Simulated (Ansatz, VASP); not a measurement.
**Al3GaAs4 in VASP and in Ansatz**

```
CELL_PARAMETERS angstrom
-4.09585 -0.04694 -0.05856
-0.08274 0.00683 -5.84936
-0.09386 -7.92098 0.00966
ATOMIC_POSITIONS crystal
Al 0.95184 0.03173 0.99505
Al 0.48518 0.49866 0.76085
Al 0.50007 0.48343 0.27455
Ga 0.99909 0.00624 0.50309
As 0.98265 0.22807 0.23286
As 0.47444 0.68298 0.96617
As 0.04082 0.29714 0.74095
As 0.56591 0.77174 0.52647
```

Change from the starting cell: cell x1, atoms moved at random (sigma 0.15 Å) and cell strained at random (1.5 %), then relaxed without symmetry.

Alike in both runs: task relaxation of cell and atoms; functional PBE; k mesh 4 × 2 × 2; occupations gaussian, width 0.1 eV; no spin polarisation.

|  | VASP | Ansatz |
| --- | --- | --- |
| version | VASP 6.6.1 | Ansatz 0.2.0 |
| potentials or method | VASP PAW PBE potentials, release 64 (Al, Ga_d, As), cutoff 600 eV | scalar-relativistic, plane waves, PAW |
| valence electrons in the cell | 42 | 82 |

Ansatz gave:

| Quantity | Value |
| --- | --- |
| gap on the k mesh at the Fermi level, each at its own relaxed structure (eV) | 1.25 |
| relaxed volume (Å³/atom) | 23.56 |
| relaxed cell length with the largest relative difference (Å) | 8.155 |

Q: What did VASP give for the same quantities?

A: gap on the k mesh at the Fermi level, each at its own relaxed structure (eV): 1.24; relaxed volume (Å³/atom): 23.61; relaxed cell length with the largest relative difference (Å): 8.165.

VASP's potentials hold 42 valence electrons a cell and Ansatz's 82, so a difference there can come from the potentials and not from the codes.

The k mesh is coarse, so the values compare programs but aren't converged.
